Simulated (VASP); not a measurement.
# MgHgSe2: single point with PBE0

The system is MgHgSe2.

```
Mg Se Hg
1.0
     4.31386    0.00000    0.00000
     0.00000    4.31386    0.00000
     0.00000    0.00000    5.98545
Mg Se Hg
1 2 1
Direct
  0.00000 0.00000 0.00000
  0.00000 0.50000 0.23548
  0.50000 0.00000 0.76452
  0.50000 0.50000 0.50000
```

```
Program                            : VASP 6.6.1
Task                               : single point
Functional                         : PBE0
Potentials or basis                : VASP PAW PBE potentials, release 64 (Mg, Se, Hg)
Cutoff                             : 520 eV
k mesh                             : 4 × 4 × 4
Occupations                        : gaussian, width 0.01 eV
Spin                               : no spin polarisation
Dipole correction                  : no
Grid for exact exchange (PRECFOCK) : Normal
Further INCAR settings             : ALGO = Normal; EDIFF = 1e-07; NBANDS = 21
Share of exact exchange            : 0.25
```

- Pressure: -0.1 GPa
- Largest force: 0.020 eV/Å
- Band gap on the k mesh: 2.14 eV

Forces on the atoms (eV/Å):
```
Mg   0.000  0.000  0.000
Se   0.000  0.000  0.020
Se   0.000  0.000 -0.020
Hg   0.000  0.000  0.000
```

Stress tensor (GPa, compression positive):
```
-0.08  0.00  0.00
 0.00 -0.08  0.00
 0.00  0.00 -0.20
```

Levels at points of the mesh, in eV from the valence-band top:
```tsv
k point	band 11	band 12	band 13	band 14	band 15	band 16
(0.00, 0.00, 0.00)	-0.18	0.00	0.00	2.14	4.94	5.51
(0.50, 0.00, 0.00)	-1.96	-1.22	-0.52	4.86	6.36	7.23
(0.50, 0.50, 0.00)	-1.77	-1.77	-1.63	4.06	4.72	4.72
(0.00, 0.00, 0.50)	-1.57	-0.64	-0.64	4.53	5.35	5.84
(0.50, 0.00, 0.50)	-0.90	-0.50	-0.42	3.17	5.18	7.83
(0.50, 0.50, 0.50)	-2.17	-2.17	-2.13	5.98	6.87	6.87
```

Wall time 100 min on 1 thread of Intel(R) Xeon(R) Platinum 8259CL CPU @ 2.50GHz (Skylake/Cascade Lake), on a shared host, peak memory 0.29 GiB.

Caveat: the PAW data sets were made with another functional, which shifts forces and pressure a little; spin-orbit coupling is left out, which moves the levels of the heavy elements.
